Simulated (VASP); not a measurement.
# InSb (I-4m2) in VASP: notebook

Runs on InSb. Level: PBE. Tasks: single point.

Program: VASP 6.6.1. These are calculated values, not measurements. Logs are shortened: lines on timing, memory, paths and dates and some standing lists are left out, and cuts for length are marked.

### Step 1. The cell of the first run

It takes space group I-4m2 (No. 119, tetragonal). Conventional cell: a = 4.581 Å, b = 4.581 Å, c = 6.349 Å, α = 90.00°, β = 90.00°, γ = 90.00°. In (site symmetry -4m2) has 4 Sb at 2.79 Å within 3.7 Å. Sb (site symmetry -4m2) has 4 In at 2.79 Å within 3.7 Å.

### Step 2. Single point, PBE (strain -0.0200 x Voigt [0, 0, 1, 0, 0, 0])

INCAR reads:

```
SYSTEM = InSb
ALGO     = Normal         ! electronic algorithm
EDIFF    = 1E-6           ! SCF threshold, eV
ENCUT    = 520            ! plane-wave cutoff, eV
GGA      = PE             ! functional
ISIF     = 2              ! what is computed and relaxed
ISMEAR   = 0              ! smearing method
LASPH    = .TRUE.         ! aspherical terms in the spheres
LCHARG   = .FALSE.        ! write CHGCAR
LREAL    = .FALSE.        ! projectors in reciprocal space
LWAVE    = .FALSE.        ! write WAVECAR
NBANDS   = 16             ! bands
NELM     = 60             ! most SCF steps
PREC     = Accurate       ! precision mode
SIGMA    = 0.15           ! smearing width, eV
```

KPOINTS reads:

```
k-points
0
G
  12 12 12
  0 0 0
```

POSCAR reads:

```
InSb
1.0
    0.0000000000      3.2391000000      3.1743180000
    3.2391000000      0.0000000000      3.1743180000
    3.2391000000      3.2391000000      0.0000000000
In Sb
1 1
Direct
    0.0000000000      0.0000000000      0.0000000000
    0.7500000000      0.7500000000      0.7500000000
```

Potentials or basis: VASP PAW PBE potentials, release 64 (In_d, Sb).

Command:

```console
cat potpaw_PBE.64/In_d/POTCAR potpaw_PBE.64/Sb/POTCAR > POTCAR
mpirun -np 1 vasp_std > vasp.out
```

OUTCAR:

```text
SYSTEM = InSb
   EDIFF = 1E-6
   ENCUT = 520
   GGA = PE
   ISIF = 2
   ISMEAR = 0
   LASPH = .TRUE.
   LREAL = .FALSE.
   NELM = 60
   PREC = Accurate

 ion  position               nearest neighbor table
   1  0.000  0.000  0.000-   2 2.79   2 2.79   2 2.79   2 2.79
   2  0.750  0.750  0.750-   1 2.79   1 2.79   1 2.79   1 2.79

  LATTYP: Found a body centered tetragonal cell.
 ALAT       =     4.5807791499
 C/A-ratio  =     1.3859292911

  Lattice vectors:

 A1 = (   0.0000000000,  -3.2391000000,  -3.1743180000)
 A2 = (   0.0000000000,   3.2391000000,  -3.1743180000)
 A3 = (   3.2391000000,   0.0000000000,   3.1743180000)

Analysis of symmetry for initial positions (statically):
=====================================================================
 Subroutine PRICEL returns:
 Original cell was already a primitive cell.

 Routine SETGRP: Setting up the symmetry group for a
 body centered tetragonal supercell.

 Subroutine GETGRP returns: Found  8 space group operations
 (whereof  8 operations were pure point group operations)
 out of a pool of 16 trial point group operations.

The static configuration has the point symmetry D_2d.

Analysis of symmetry for dynamics (positions and initial velocities):
=====================================================================
 Subroutine PRICEL returns:
 Original cell was already a primitive cell.

 Routine SETGRP: Setting up the symmetry group for a
 body centered tetragonal supercell.

 Subroutine GETGRP returns: Found  8 space group operations
 (whereof  8 operations were pure point group operations)
 out of a pool of 16 trial point group operations.

The dynamic configuration has the point symmetry D_2d.

 Subroutine INISYM returns: Found  8 space group operations
 (whereof  8 operations are pure point group operations),
 and found     1 'primitive' translations

----------------------------------------------------------------------------------------

                                     Primitive cell

  volume of cell :      66.6084

  direct lattice vectors                    reciprocal lattice vectors
     0.000000000  3.239100000  3.174318000    -0.154363867  0.154363867  0.157514149
     3.239100000  0.000000000  3.174318000     0.154363867 -0.154363867  0.157514149
     3.239100000  3.239100000  0.000000000     0.154363867  0.154363867 -0.157514149

  length of vectors
     4.535202705  4.535202705  4.580779150     0.269197165  0.269197165  0.269197165
[... 75 lines left out ...]
   ISPIN  =      1    spin polarized calculation?
   LNONCOLLINEAR =      F non collinear calculations
   LSORBIT =      F    spin-orbit coupling
   LASPH  =      T    aspherical Exc in radial PAW
   ENCUT  =  520.0 eV  38.22 Ry    6.18 a.u.   8.43  8.43  8.52*2*pi/ulx,y,z
   NELM   =     60;   NELMIN=  2; NELMDL= -5     # of ELM steps
   EDIFF  = 0.1E-05   stopping-criterion for ELM
   LREAL  =      F    real-space projection
   EDIFFG = 0.1E-04   stopping-criterion for IOM
   NSW    =      0    number of steps for IOM
   IBRION =     -1    ionic relax: 0-MD 1-quasi-New 2-CG
   NFREE  =      0    steps in history (QN), initial steepest desc. (CG)
   ISIF   =      2    stress and relaxation
   ISYM   =      2    0-nonsym 1-usesym 2-fastsym
   POTIM  = 0.5000    time-step for ionic-motion
   TEBEG  =    0.0;   TEEND  =   0.0 temperature during run
   PSTRESS=    0.0 pullay stress
   NELECT =      18.0000    total number of electrons
   NUPDOWN=      -1.0000    fix difference up-down
   EMIN   =  10.00;   EMAX   =-10.00  energy-range for DOS
   EFERMI =   0.00;   METHOD = LEGACY
   ISMEAR =     0;   SIGMA  =   0.15  broadening in eV -4-tet -1-fermi 0-gaus
   EFERMI_NEDOS =   21; number of points for ismear=-14 and -15
   IALGO  =     38    algorithm
   IMIX   =      4    mixing-type and parameters
     AMIX     =   0.40;   BMIX     =  1.00
     AMIX_MAG =   1.60;   BMIX_MAG =  1.00
  volume/ion in A,a.u.               =      33.30       224.75
  Fermi-wavevector in a.u.,A,eV,Ry     =   1.058415  2.000114 15.241820  1.120242
  Thomas-Fermi vector in A             =   2.193723
   LORBIT       =      0    0 simple, 1 ext, 2 COOP (PROOUT), +10 PAW based schemes
   GGA     = PE    functional components
   LHFCALC =     F    Hartree Fock is set to
   AEXX    =    0.0000 exact exchange contribution
   IVDW    =     0    specifies the selected vdW correction
   LEPSILON=     F    determine dielectric tensor
   LRPA    =     F    only Hartree local field effects (RPA)
 non-spin polarized calculation
 Gauss-broadening in eV      SIGMA  =   0.15
  energy-cutoff  :      520.00
  volume of cell :       66.61
 maximum number of plane-waves:      1826
 NGX is ok and might be reduce to    36
   NGX = 17   NGY = 17   NGZ = 17

 number of electron      17.9999996 magnetization

 Free energy of the ion-electron system (eV)
  ---------------------------------------------------
  ext. energy  EPLUGINS =         0.00000000
  ---------------------------------------------------
  free energy    TOTEN  =        -6.87437390 eV

  energy without entropy =       -6.87413604  energy(sigma->0) =       -6.87425497

 E-fermi :   5.4490     XC(G=0):  -8.7750

 val. band max:        5.3922575741   @ k =   0.0000   0.0000   0.0000
 cond. band min:       5.8955871734   @ k =   0.5000  -0.0000   0.0000
 fundamental gap:      0.5033295993
 Fermi energy:         5.4490246728

 k-point     1 :       0.0000    0.0000    0.0000
  band No.  band energies     occupation
      1      -9.3271      2.00000
      2      -9.3271      2.00000
      3      -9.3230      2.00000
      4      -9.2361      2.00000
      5      -9.2334      2.00000
      6      -5.5242      2.00000
[... 433 lines left out ...]
      3      -9.3001      2.00000
      4      -9.2388      2.00000
      5      -9.2313      2.00000
      6      -3.9433      2.00000
[... 8 lines left out ...]
     15      13.6309      0.00000
     16      14.0052      0.00000

 [... further k-points ...]
[... 5 lines left out ...]
  --------------------------------------------------------------------------------------
  -------------------------------------------------------------------------------------
  Total        1.6743732      1.6743732      1.8766862      0.0000000      0.0000000      0.0000000
  in kB       40.2748302     40.2748302     45.1412011      0.0000000      0.0000000      0.0000000
  external PRESSURE =      41.8969538 kB  Pullay stress =       0.0000000 kB

 VOLUME and BASIS-vectors are now :
 -----------------------------------------------------------------------------
  energy-cutoff  :      520.00
  volume of cell :       66.61
      direct lattice vectors                 reciprocal lattice vectors
     0.000000000  3.239100000  3.174318000    -0.154363867  0.154363867  0.157514149
     3.239100000  0.000000000  3.174318000     0.154363867 -0.154363867  0.157514149
     3.239100000  3.239100000  0.000000000     0.154363867  0.154363867 -0.157514149

 POSITION                                       TOTAL-FORCE (eV/Angst)
 -----------------------------------------------------------------------------------
      0.00000      0.00000      0.00000         0.000000      0.000000      0.000000
      4.85865      4.85865      4.76148        -0.000000     -0.000000     -0.000000
 -----------------------------------------------------------------------------------
    total drift:                                0.000000      0.000000      0.000000

  FREE ENERGIE OF THE ION-ELECTRON SYSTEM (eV)
  ---------------------------------------------------
  free  energy   TOTEN  =        -6.8743738999 eV

  energy  without entropy=       -6.8741360436  energy(sigma->0) =       -6.87425497
```

Run time: 1.7 min. Hardware: 1 thread of AMD EPYC 9R45 (Zen 5), shared host; peak memory 0.3 GiB.

Results:

* Free energy: -6.8744 eV
* Pressure: 4.2 GPa

Caveat: the cell differs from its parent crystal (strain -0.0200 x Voigt [0, 0, 1, 0, 0, 0]); spin-orbit coupling is left out, which moves the levels of the heavy elements.

### Step 3. Single point, PBE (strain -0.0150 x Voigt [0, 0, 1, 0, 0, 0])

INCAR reads:

```
  ALGO = Normal
  EDIFF = 1E-6
  ENCUT = 520
  GGA = PE
  ISIF = 2
  ISMEAR = 0
  LASPH = T
  LCHARG = F
  LREAL = F
  LWAVE = F
  NBANDS = 16
  NELM = 60
  PREC = Accurate
  SIGMA = 0.15
```

KPOINTS reads:

```
k-points
0
Gamma
  12 12 12
```

POSCAR reads:

```
InSb
1.0
    0.0000000000      3.2391000000      3.1905135000
    3.2391000000      0.0000000000      3.1905135000
    3.2391000000      3.2391000000      0.0000000000
In Sb
1 1
Direct
    0.0000000000      0.0000000000      0.0000000000
    0.7500000000      0.7500000000      0.7500000000
```

Potentials or basis: VASP PAW PBE potentials, release 64 (In_d, Sb).

Command:

```console
cat potpaw_PBE.64/In_d/POTCAR potpaw_PBE.64/Sb/POTCAR > POTCAR
mpirun -np 1 vasp_std > vasp.out
```

OUTCAR:

```text
EDIFF = 1E-6
   ENCUT = 520
   GGA = PE
   ISIF = 2
   ISMEAR = 0
   LASPH = T
   LREAL = F
   NELM = 60
   PREC = Accurate

 ion  position               nearest neighbor table
   1  0.000  0.000  0.000-   2 2.79   2 2.79   2 2.79   2 2.79
   2  0.750  0.750  0.750-   1 2.79   1 2.79   1 2.79   1 2.79

  LATTYP: Found a body centered tetragonal cell.
 ALAT       =     4.5807791499
 C/A-ratio  =     1.3930003589

  Lattice vectors:

 A1 = (   0.0000000000,  -3.2391000000,  -3.1905135000)
[... 626 lines left out ...]
      3      -9.3437      2.00000
      4      -9.2830      2.00000
      5      -9.2767      2.00000
      6      -3.9804      2.00000
[... 8 lines left out ...]
     15      13.5616      0.00000
     16      13.9218      0.00000

 [... further k-points ...]
[... 5 lines left out ...]
  --------------------------------------------------------------------------------------
  -------------------------------------------------------------------------------------
  Total        1.5827727      1.5827727      1.7371921      0.0000000     -0.0000000      0.0000000
  in kB       37.8782446     37.8782446     41.5737429      0.0000000     -0.0000000      0.0000000
  external PRESSURE =      39.1100773 kB  Pullay stress =       0.0000000 kB

 VOLUME and BASIS-vectors are now :
 -----------------------------------------------------------------------------
  energy-cutoff  :      520.00
  volume of cell :       66.95
      direct lattice vectors                 reciprocal lattice vectors
     0.000000000  3.239100000  3.190513500    -0.154363867  0.154363867  0.156714585
     3.239100000  0.000000000  3.190513500     0.154363867 -0.154363867  0.156714585
     3.239100000  3.239100000  0.000000000     0.154363867  0.154363867 -0.156714585

 POSITION                                       TOTAL-FORCE (eV/Angst)
 -----------------------------------------------------------------------------------
      0.00000      0.00000      0.00000        -0.000000     -0.000000      0.000000
      4.85865      4.85865      4.78577         0.000000      0.000000     -0.000000
 -----------------------------------------------------------------------------------
    total drift:                                0.000000      0.000000     -0.000000

  FREE ENERGIE OF THE ION-ELECTRON SYSTEM (eV)
  ---------------------------------------------------
  free  energy   TOTEN  =        -6.8836324530 eV

  energy  without entropy=       -6.8833884196  energy(sigma->0) =       -6.88351044
```

It took 99 s on 1 thread of AMD EPYC 9R45 (Zen 5), shared host; peak memory 0.31 GiB.

Results:

- Free energy: -6.8836 eV
- Pressure: 3.9 GPa

Caveat: the cell differs from its parent crystal (strain -0.0150 x Voigt [0, 0, 1, 0, 0, 0]); spin-orbit coupling is left out, which moves the levels of the heavy elements.

### Step 4. Single point, PBE (strain -0.0100 x Voigt [0, 0, 1, 0, 0, 0])

INCAR reads:

```
SYSTEM = InSb
  PREC = Accurate
  ENCUT = 520
  EDIFF = 1E-6
  ISMEAR = 0
  SIGMA = 0.15
  LREAL = .FALSE.
  LASPH = .TRUE.
  NELM = 100
  ALGO = Normal
  ISIF = 2
  LWAVE = .FALSE.
  LCHARG = .FALSE.
  GGA = PE
  NBANDS = 16
```

KPOINTS reads:

```
regular mesh
0
G
  12 12 12
  0 0 0
```

POSCAR reads:

```
InSb
1.0
    0.0000000000      3.2391000000      3.2067090000
    3.2391000000      0.0000000000      3.2067090000
    3.2391000000      3.2391000000      0.0000000000
In Sb
1 1
Direct
    0.0000000000      0.0000000000      0.0000000000
    0.7500000000      0.7500000000      0.7500000000
```

Command:

```console
cat potpaw_PBE.64/In_d/POTCAR potpaw_PBE.64/Sb/POTCAR > POTCAR
mpirun -np 1 vasp_std > vasp.out
```

It took 1.7 min on 1 thread of AMD EPYC 9R45 (Zen 5), shared host; peak memory 0.31 GiB.

Results (log left out):

```yaml
Free_energy: -6.8921 eV
Pressure: 3.6 GPa
```

Stress tensor (GPa, compression positive):
```
3.55 0.00 0.00
0.00 3.55 0.00
0.00 0.00 3.80
```

Levels at points of the mesh, in eV from the Fermi level:
| k point | band 6 | band 7 | band 8 | band 9 | band 10 | band 11 | band 12 | band 13 |
| --- | --- | --- | --- | --- | --- | --- | --- | --- |
| (0.00, 0.00, 0.00) | -10.90 | -0.24 | -0.13 | -0.13 | -0.08 | 2.83 | 2.85 | 2.85 |
| (0.50, 0.00, 0.00) | -9.51 | -5.78 | -1.17 | -1.11 | 0.44 | 3.67 | 3.73 | 5.98 |
| (0.50, 0.50, 0.00) | -8.86 | -6.04 | -2.45 | -2.45 | 1.16 | 1.18 | 8.11 | 8.11 |
| (0.50, 0.00, 0.50) | -8.89 | -6.09 | -2.40 | -2.39 | 1.23 | 1.23 | 8.08 | 8.11 |

Caveat: the cell differs from its parent crystal (strain -0.0100 x Voigt [0, 0, 1, 0, 0, 0]); spin-orbit coupling is left out, which moves the levels of the heavy elements.

### Step 5. The runs side by side

| cell | pressure (GPa) |
| --- | --- |
| a = 4.535, b = 4.535, c = 4.581 Å, angles 59.7, 59.7, 60.7°, 2 atoms | 4.2 |
| a = 4.547, b = 4.547, c = 4.581 Å, angles 59.8, 59.8, 60.5°, 2 atoms | 3.9 |
| a = 4.558, b = 4.558, c = 4.581 Å, angles 59.8, 59.8, 60.3°, 2 atoms | 3.6 |

Alike in all rows: task single point; level PBE; potentials or basis VASP PAW PBE potentials, release 64 (In_d, Sb); no spin polarisation; k mesh 12 × 12 × 12; cutoff (eV) 520; smearing gaussian 0.15 eV.

Caveats: spin-orbit coupling is left out, which moves the levels of the heavy elements.

Absolute energies hang on the potentials; compare differences alone.
